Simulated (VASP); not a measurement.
Here is a VASP 6.6.1 calculation.

File INCAR:

```
SYSTEM = Os
PREC = Accurate
ENCUT = 520
EDIFF = 1E-6
ISMEAR = 0
SIGMA = 0.15
LREAL = .FALSE.
LASPH = .TRUE.
NELM = 60
ALGO = Fast
ISIF = 2
LWAVE = .FALSE.
LCHARG = .FALSE.
GGA = PS
NBANDS = 10
```

Contents of KPOINTS:

```
regular mesh
0
G
  20 20 20
  0 0 0
```

Contents of POSCAR:

```
Os
1.0
    0.0000000000      1.9450000000      1.9450000000
    1.7991250000      0.0000000000      1.9450000000
    1.7991250000      1.9450000000      0.0000000000
Os
1
Direct
    0.0000000000      0.0000000000      0.0000000000
```

Potentials or basis: VASP PAW PBE potentials, release 64 (Os).

Launch:

```bash
$ cat potpaw_PBE.64/Os/POTCAR > POTCAR
$ mpirun -np 1 vasp_std > vasp.out
```

Task: Estimate the pressure.

Result: 13.0 GPa.

Task: Predict the band gap on the k mesh.

Result: Zero (band 4 reaches 12.96 eV, above the bottom of band 5 at 7.93 eV).

Stress tensor (GPa, compression positive):
```
33.97  0.00  0.00
 0.00  2.47  0.00
 0.00  0.00  2.47
```

Caveat: the cell differs from its parent crystal (strain -0.0750 x Voigt [1, 0, 0, 0, 0, 0]); the PAW data sets were made with another functional, which shifts forces and pressure a little; spin-orbit coupling is left out, which moves the levels of the heavy elements.
